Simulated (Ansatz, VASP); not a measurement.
## One calculation of InSe2, two programs

```
In Se
1.0
     3.89489    0.00000    0.00000
     0.00000    3.89489    0.00000
     0.00000    0.00000    9.62623
In Se
2 4
Direct
  0.00000 0.50000 0.70647
  0.50000 0.00000 0.29353
  0.00000 0.50000 0.36621
  0.50000 0.00000 0.63379
  0.00000 0.00000 0.00000
  0.50000 0.50000 0.00000
```

Alike in both runs: task single point; functional PBE; k mesh 10 × 10 × 4; occupations fermi-dirac, width 0.5 eV; no spin polarisation.

|  | VASP | Ansatz |
| --- | --- | --- |
| version | VASP 6.6.1 | Ansatz 0.2.0 |
| potentials or method | VASP PAW PBE potentials, release 64 (In_d, Se), cutoff 520 eV | scalar-relativistic, plane waves, PAW |
| valence electrons in the cell | 50 | 90 |

VASP gave:

| Quantity | Value |
| --- | --- |
| gap on the k mesh at the Fermi level (eV) | none |
| pressure (GPa) | 1.8 |
| traceless stress, the component that is largest in VASP (GPa) | -1.08 |
| rms of the force components (eV/Å) | 0.016 |

Q: Estimate Ansatz's values.

A: gap on the k mesh at the Fermi level (eV): none; pressure (GPa): 1.8; traceless stress, the component that is largest in VASP (GPa): -1.06; rms of the force components (eV/Å): 0.016.

Atom by atom the forces differ by 0.000 eV/Å (rms over components). A gap of «none» marks a metal or a gap that the smearing closes. The functional is the same, so the differences come from potentials, cutoffs and numerics. VASP's potentials hold 50 valence electrons a cell and Ansatz's 90, so a difference there can come from the potentials and not from the codes.
